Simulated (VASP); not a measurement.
# Al2Ru (Fddd) in VASP: a series of runs, part 2 of 2

VASP 6.6.1. The steps go on from the part before.

**4. Single point, PBEsol**

The input, INCAR:

```
SYSTEM = Al2Ru
ALGO = Normal
EDIFF = 1E-7
ENCUT = 520
GGA = PS
ISIF = 2
ISMEAR = 0
LASPH = .True.
LCHARG = .True.
LELF = .True.
LREAL = .False.
LVHAR = .True.
LWAVE = .False.
NBANDS = 29
NELM = 60
PREC = Accurate
SIGMA = 0.01
```

The input, KPOINTS:

```
k-points
0
Gamma
  10 10 10
  0 0 0
```

The input, POSCAR:

```
Al2Ru
1.0
    0.0000000000      3.9898374997      4.3915250777
    2.3524746913      0.0000000000      4.3915250777
    2.3524746913      3.9898374997      0.0000000000
Al Ru
4 2
Direct
    0.0790610300      0.4209389700      0.0790610300
    0.4209389700      0.0790610300      0.4209389700
    0.1709389700      0.8290610300      0.1709389700
    0.8290610300      0.1709389700      0.8290610300
    0.7500000000      0.7500000000      0.7500000000
    0.5000000000      0.5000000000      0.5000000000
```

Started as:

```console
> cat potpaw_PBE.64/Al/POTCAR potpaw_PBE.64/Ru_pv/POTCAR > POTCAR
> mpirun -np 1 vasp_std > vasp.out
```

It took 15 min on 1 thread of Intel Xeon 8259CL, shared host; peak memory 0.48 GiB.

It converged, with:

| Property | Result |
| --- | --- |
| Free energy | -40.8307 eV |
| Pressure | -0.4 GPa |
| Largest force | 0.015 eV/Å |

Forces on the atoms (eV/Å):
```
Al   0.000 -0.015  0.000
Al   0.000  0.015  0.000
Al   0.000  0.015  0.000
Al   0.000 -0.015  0.000
Ru   0.000  0.000  0.000
Ru   0.000  0.000  0.000
```

Stress tensor (GPa, compression positive):
```
-0.45  0.00  0.00
 0.00 -0.31  0.00
 0.00  0.00 -0.59
```

Levels at points of the mesh, in eV from the Fermi level:
| k point | band 17 | band 18 | band 19 | band 20 | band 21 | band 22 | band 23 | band 24 |
| --- | --- | --- | --- | --- | --- | --- | --- | --- |
| (0.00, 0.00, 0.00) | -2.04 | -1.28 | -1.26 | -0.04 | 1.63 | 2.25 | 2.31 | 2.56 |
| (0.50, 0.00, 0.00) | -2.22 | -2.15 | -1.17 | -0.92 | 0.30 | 0.68 | 1.79 | 3.22 |
| (0.50, 0.50, 0.00) | -1.63 | -1.63 | -1.39 | -1.39 | 2.21 | 2.21 | 2.43 | 2.43 |
| (0.50, 0.00, 0.50) | -2.33 | -2.33 | -1.48 | -1.48 | 1.71 | 1.71 | 2.37 | 2.37 |
| (0.00, 0.50, 0.50) | -2.54 | -2.54 | -1.31 | -1.31 | 0.31 | 0.31 | 4.61 | 4.61 |

Caveat: the PAW data sets were made with another functional, which shifts forces and pressure a little.

**5. Single point, PBEsol**

The input, INCAR:

```
SYSTEM = Al2Ru
PREC = Accurate ; ENCUT = 520
EDIFF = 1E-6 ; ISMEAR = 0
SIGMA = 0.01 ; LREAL = .False.
LASPH = .True. ; NELM = 80
ALGO = Normal ; ISIF = 2
LWAVE = .False. ; LCHARG = .False.
GGA = PS ; NBANDS = 29
```

The input, KPOINTS:

```
Automatic mesh
0
Gamma
  8 8 8
  0 0 0
```

POSCAR is that of step 4.

Potentials or basis: VASP PAW PBE potentials, release 64 (Al, Ru_pv).

Started as:

```console
> cat potpaw_PBE.64/Al/POTCAR potpaw_PBE.64/Ru_pv/POTCAR > POTCAR
> mpirun -np 1 vasp_std > vasp.out
```

OUTCAR:

```text
SYSTEM = Al2Ru
   PREC = Accurate
   ENCUT = 520
   EDIFF = 1E-6
   ISMEAR = 0
   LREAL = .False.
   LASPH = .True.
   NELM = 80
   ISIF = 2
   GGA = PS

 ion  position               nearest neighbor table
   1  0.079  0.421  0.079-   6 2.57   6 2.57   3 2.60   3 2.60   5 2.63   2 2.67   2 2.67   5 2.72
                             5 2.72   2 2.73   4 3.19   4 3.19   4 3.19   4 3.19
   2  0.421  0.079  0.421-   6 2.57   6 2.57   4 2.60   4 2.60   5 2.63   1 2.67   1 2.67   5 2.72
                             5 2.72   1 2.73   3 3.19   3 3.19   3 3.19   3 3.19
   3  0.171  0.829  0.171-   5 2.57   5 2.57   1 2.60   1 2.60   6 2.63   4 2.67   4 2.67   6 2.72
                             6 2.72   4 2.73   2 3.19   2 3.19   2 3.19   2 3.19
   4  0.829  0.171  0.829-   5 2.57   5 2.57   2 2.60   2 2.60   6 2.63   3 2.67   3 2.67   6 2.72
                             6 2.72   3 2.73   1 3.19   1 3.19   1 3.19   1 3.19
   5  0.750  0.750  0.750-   4 2.57   3 2.57   4 2.57   3 2.57   1 2.63   2 2.63   2 2.72   2 2.72
                             1 2.72   1 2.72   6 3.19   6 3.19   6 3.19   6 3.19
   6  0.500  0.500  0.500-   1 2.57   2 2.57   1 2.57   2 2.57   3 2.63   4 2.63   3 2.72   3 2.72
                             4 2.72   4 2.72   5 3.19   5 3.19   5 3.19   5 3.19

  LATTYP: Found a face centered orthorhombic cell.
 ALAT       =     4.7049493826
 B/A-ratio  =     1.6960171833
 C/A-ratio  =     1.8667682564

  Lattice vectors:

 A1 = (   0.0000000000,   3.9898374997,   4.3915250777)
 A2 = (   2.3524746913,   0.0000000000,   4.3915250777)
 A3 = (   2.3524746913,   3.9898374997,   0.0000000000)

Analysis of symmetry for initial positions (statically):
=====================================================================
 Subroutine PRICEL returns:
 Original cell was already a primitive cell.

 Routine SETGRP: Setting up the symmetry group for a
 face centered orthorhombic supercell.

 Subroutine GETGRP returns: Found  8 space group operations
 (whereof  4 operations were pure point group operations)
 out of a pool of  8 trial point group operations.

The static configuration has the point symmetry D_2 .
 The point group associated with its full space group is D_2h.

Analysis of symmetry for dynamics (positions and initial velocities):
=====================================================================
 Subroutine PRICEL returns:
 Original cell was already a primitive cell.

 Routine SETGRP: Setting up the symmetry group for a
 face centered orthorhombic supercell.

 Subroutine GETGRP returns: Found  8 space group operations
 (whereof  4 operations were pure point group operations)
 out of a pool of  8 trial point group operations.

The dynamic configuration has the point symmetry D_2 .
 The point group associated with its full space group is D_2h.

 Subroutine INISYM returns: Found  8 space group operations
 (whereof  4 operations are pure point group operations),
 and found     1 'primitive' translations

----------------------------------------------------------------------------------------

                                     Primitive cell

  volume of cell :      82.4376

  direct lattice vectors                    reciprocal lattice vectors
     0.000000000  3.989837500  4.391525078    -0.212542138  0.125318387  0.113855663
     2.352474691  0.000000000  4.391525078     0.212542138 -0.125318387  0.113855663
     2.352474691  3.989837500  0.000000000     0.212542138  0.125318387 -0.113855663

  length of vectors
[... 69 lines left out ...]
  0.250000  0.000000  0.125000      8.000000
  0.375000  0.000000  0.125000      8.000000
 [... further k-points ...]
   k-points           NKPTS =     95   k-points in BZ     NKDIM =     95   number of bands    NBANDS=     29
   number of dos      NEDOS =    301   number of ions     NIONS =      6
   total plane-waves  NPLWV =  69120
   dimension x,y,z NGX =    48 NGY =   40 NGZ =   36
   dimension x,y,z NGXF=    96 NGYF=   80 NGZF=   72
   ions per type =               4   2
   NGX,Y,Z   is equivalent  to a cutoff of  13.45, 13.35, 12.92 a.u.
   NGXF,Y,Z  is equivalent  to a cutoff of  26.90, 26.70, 25.84 a.u.
 SYSTEM =  Al2Ru
   PREC   = accura    normal or accurate (medium, high low for compatibility)
   ISTART =      0    job   : 0-new  1-cont  2-samecut
   ICHARG =      2    charge: 1-file 2-atom 10-const
   ISPIN  =      1    spin polarized calculation?
   LNONCOLLINEAR =      F non collinear calculations
   LSORBIT =      F    spin-orbit coupling
   LASPH  =      T    aspherical Exc in radial PAW
   ENCUT  =  520.0 eV  38.22 Ry    6.18 a.u.  11.03  9.26  8.61*2*pi/ulx,y,z
   NELM   =     80;   NELMIN=  2; NELMDL= -5     # of ELM steps
   EDIFF  = 0.1E-05   stopping-criterion for ELM
   LREAL  =      F    real-space projection
   EDIFFG = 0.1E-04   stopping-criterion for IOM
   NSW    =      0    number of steps for IOM
   IBRION =     -1    ionic relax: 0-MD 1-quasi-New 2-CG
   NFREE  =      0    steps in history (QN), initial steepest desc. (CG)
   ISIF   =      2    stress and relaxation
   ISYM   =      2    0-nonsym 1-usesym 2-fastsym
   POTIM  = 0.5000    time-step for ionic-motion
   TEBEG  =    0.0;   TEEND  =   0.0 temperature during run
   PSTRESS=    0.0 pullay stress
   NELECT =      40.0000    total number of electrons
   NUPDOWN=      -1.0000    fix difference up-down
   EMIN   =  10.00;   EMAX   =-10.00  energy-range for DOS
   EFERMI =   0.00;   METHOD = LEGACY
   ISMEAR =     0;   SIGMA  =   0.01  broadening in eV -4-tet -1-fermi 0-gaus
   EFERMI_NEDOS =   21; number of points for ismear=-14 and -15
   IALGO  =     38    algorithm
   IMIX   =      4    mixing-type and parameters
     AMIX     =   0.40;   BMIX     =  1.00
     AMIX_MAG =   1.60;   BMIX_MAG =  1.00
  volume/ion in A,a.u.               =      13.74        92.72
  Fermi-wavevector in a.u.,A,eV,Ry     =   1.286430  2.431001 22.516327  1.654903
  Thomas-Fermi vector in A             =   2.418505
   LORBIT       =      0    0 simple, 1 ext, 2 COOP (PROOUT), +10 PAW based schemes
   GGA     = PS    functional components
   LHFCALC =     F    Hartree Fock is set to
   AEXX    =    0.0000 exact exchange contribution
   IVDW    =     0    specifies the selected vdW correction
   LEPSILON=     F    determine dielectric tensor
   LRPA    =     F    only Hartree local field effects (RPA)
 non-spin polarized calculation
 Gauss-broadening in eV      SIGMA  =   0.01
  energy-cutoff  :      520.00
  volume of cell :       82.44
 maximum number of plane-waves:      2240
 NGX is ok and might be reduce to    48
   NGX = 23   NGY = 19   NGZ = 17

 number of electron      40.0000001 magnetization

 Free energy of the ion-electron system (eV)
  ---------------------------------------------------
  ext. energy  EPLUGINS =         0.00000000
  ---------------------------------------------------
  free energy    TOTEN  =       -40.83064565 eV

  energy without entropy =      -40.83064565  energy(sigma->0) =      -40.83064565

 E-fermi :  10.6553     XC(G=0): -12.0074

 val. band max:       10.6014093351   @ k =   0.0000   0.0000   0.0000
 cond. band min:      10.7084593389   @ k =   0.0000   0.3750   0.3750
 fundamental gap:      0.1070500038
 Fermi energy:        10.6552677055

 k-point     1 :       0.0000    0.0000    0.0000
  band No.  band energies     occupation
      1     -32.0745      2.00000
      2     -31.9886      2.00000
      3     -31.9886      2.00000
      4     -31.9364      2.00000
      5     -31.9250      2.00000
      6     -31.9210      2.00000
[... 757 lines left out ...]
     28      16.1503      0.00000
     29      17.0741      0.00000

 [... further k-points ...]

------------------------ aborting loop because EDIFF is reached ----------------------------------------

  FORCE on cell =-STRESS in cart. coord.  units (eV):
  Direction    XX          YY          ZZ          XY          YZ          ZX
  --------------------------------------------------------------------------------------
  -------------------------------------------------------------------------------------
  Total       -0.2188662     -0.1439120     -0.2915245      0.0000000      0.0000000      0.0000000
  in kB       -4.2536686     -2.7969335     -5.6657854      0.0000000      0.0000000      0.0000000
  external PRESSURE =      -4.2387958 kB  Pullay stress =       0.0000000 kB

 VOLUME and BASIS-vectors are now :
 -----------------------------------------------------------------------------
  energy-cutoff  :      520.00
  volume of cell :       82.44
      direct lattice vectors                 reciprocal lattice vectors
     0.000000000  3.989837500  4.391525078    -0.212542138  0.125318387  0.113855663
     2.352474691  0.000000000  4.391525078     0.212542138 -0.125318387  0.113855663
     2.352474691  3.989837500  0.000000000     0.212542138  0.125318387 -0.113855663

 POSITION                                       TOTAL-FORCE (eV/Angst)
 -----------------------------------------------------------------------------------
      1.17624      0.63088      2.19576         0.000000     -0.014713      0.000000
      1.17624      3.35896      2.19576         0.000000      0.014713      0.000000
      2.35247      1.36404      4.39153         0.000000      0.014713     -0.000000
      2.35247      6.61564      4.39153         0.000000     -0.014713     -0.000000
      3.52871      5.98476      6.58729        -0.000000      0.000000      0.000000
      2.35247      3.98984      4.39153         0.000000      0.000000     -0.000000
 -----------------------------------------------------------------------------------
    total drift:                               -0.000000     -0.000000     -0.000000

  FREE ENERGIE OF THE ION-ELECTRON SYSTEM (eV)
  ---------------------------------------------------
  free  energy   TOTEN  =       -40.8306456550 eV

  energy  without entropy=      -40.8306456550  energy(sigma->0) =      -40.83064565
```

stdout:

```text
POSCAR found type information on POSCAR AlRu
 POSCAR found :  2 types and       6 ions
 scaLAPACK will be used
 -----------------------------------------------------------------------------
|                                                                             |
|                                                                             |
|     You enforced a specific xc type in the INCAR file but a different       |
|     I HOPE YOU KNOW WHAT YOU ARE DOING!                                     |
|                                                                             |
 -----------------------------------------------------------------------------

 LDA part: xc-table for (Slater+PW92), standard interpolation
 POSCAR, INCAR and KPOINTS ok, starting setup
 FFT: planning ... GRIDC
 FFT: planning ... GRID_SOFT
 FFT: planning ... GRID
 WAVECAR not read
 entering main loop
```

Wall time 4 min (1 thread of Intel Xeon Platinum 8259CL at 2.50GHz (Skylake/Cascade Lake), shared host); peak memory 0.36 GiB.

What came out:

| Item | Value |
| --- | --- |
| Free energy | -40.8306 eV |
| Pressure | -0.4 GPa |
| Largest force | 0.015 eV/Å |

Forces on the atoms (eV/Å):
```
Al   0.000 -0.015  0.000
Al   0.000  0.015  0.000
Al   0.000  0.015  0.000
Al   0.000 -0.015  0.000
Ru   0.000  0.000  0.000
Ru   0.000  0.000  0.000
```

Stress tensor (GPa, compression positive):
```
-0.43  0.00  0.00
 0.00 -0.28  0.00
 0.00  0.00 -0.57
```

Caveat: the PAW data sets were made with another functional, which shifts forces and pressure a little.

**6. Single point, PBEsol**

The input, INCAR:

```
SYSTEM = Al2Ru
PREC     = Accurate       ! precision mode
ENCUT    = 520            ! plane-wave cutoff, eV
EDIFF    = 1E-7           ! SCF threshold, eV
ISMEAR   = 0              ! smearing method
SIGMA    = 0.01           ! smearing width, eV
LREAL    = .False.        ! projectors in reciprocal space
LASPH    = .True.         ! aspherical terms in the spheres
NELM     = 80             ! most SCF steps
ALGO     = Normal         ! electronic algorithm
ISIF     = 2              ! what is computed and relaxed
LWAVE    = .False.        ! write WAVECAR
LCHARG   = .False.        ! write CHGCAR
GGA      = PS             ! functional
NBANDS   = 29             ! bands
ISYM     = 0
```

The input, KPOINTS:

```
Automatic mesh
0
Gamma
  6 6 6
  0.5 0.5 0.5
```

POSCAR is that of step 5.

Potentials or basis: VASP PAW PBE potentials, release 64 (Al, Ru_pv).

Started as:

```console
> cat potpaw_PBE.64/Al/POTCAR potpaw_PBE.64/Ru_pv/POTCAR > POTCAR
> mpirun -np 1 vasp_std > vasp.out
```

It took 21 min on 1 thread of Intel Xeon Platinum 8259CL at 2.50GHz (Skylake/Cascade Lake), shared host; peak memory 0.88 GiB.

Results (log left out):

```yaml
Free_energy: -40.8307 eV
Pressure: -0.4 GPa
Largest_force: 0.015 eV/Å
Band_gap_on_the_k_mesh: 0.49 eV (least direct gap 1.30 eV)
```

Forces on the atoms (eV/Å):
```
Al   0.000 -0.015  0.000
Al   0.000  0.015  0.000
Al   0.000  0.015  0.000
Al   0.000 -0.015  0.000
Ru   0.000  0.000  0.000
Ru   0.000  0.000  0.000
```

Stress tensor (GPa, compression positive):
```
-0.44  0.00  0.00
 0.00 -0.31  0.00
 0.00  0.00 -0.59
```

Levels at points of the mesh, in eV from the valence-band top:
```tsv
k point	band 16	band 17	band 18	band 19	band 20	band 21	band 22	band 23	band 24	band 25
(0.08, 0.08, 0.08)	-2.57	-1.69	-0.92	-0.83	0.00	2.07	2.13	2.72	2.93	3.09
```

Caveat: the PAW data sets were made with another functional, which shifts forces and pressure a little; a shifted mesh leaves out Γ, where band edges can lie. A k mesh can miss the band edges.

**7. The runs side by side**

| task | cell | k mesh | cutoff (eV) | pressure (GPa) | largest force (eV/Å) |
| --- | --- | --- | --- | --- | --- |
| relaxation of cell and atoms | relaxed from a = 5.933, b = 4.982, c = 4.632 Å, angles 76.1, 54.6, 49.3°, 6 atoms, atomic positions A | 6 × 6 × 6 | 600 | 0.0 | 0.01 |
| single point | a = 5.927, b = 4.975, c = 4.629 Å, angles 76.1, 54.6, 49.3°, 6 atoms, atomic positions B | 10 × 10 × 10 | 520 | 0.1 | - |
| single point | a = 5.933, b = 4.982, c = 4.632 Å, angles 76.1, 54.6, 49.3°, 6 atoms, atomic positions A | 10 × 10 × 10 | 520 | -0.4 | 0.01 |
| single point | a = 5.933, b = 4.982, c = 4.632 Å, angles 76.1, 54.6, 49.3°, 6 atoms, atomic positions A | 8 × 8 × 8 | 520 | -0.4 | 0.01 |
| single point | a = 5.933, b = 4.982, c = 4.632 Å, angles 76.1, 54.6, 49.3°, 6 atoms, atomic positions A | 6 × 6 × 6, shifted | 520 | -0.4 | 0.01 |

Alike in all rows: level PBEsol; potentials or basis VASP PAW PBE potentials, release 64 (Al, Ru_pv); no spin polarisation; smearing gaussian 0.01 eV.

Caveats: the PAW data sets were made with another functional, which shifts forces and pressure a little; a shifted mesh leaves out Γ, where band edges can lie (at least some runs).

Absolute energies hang on the potentials; compare differences alone.
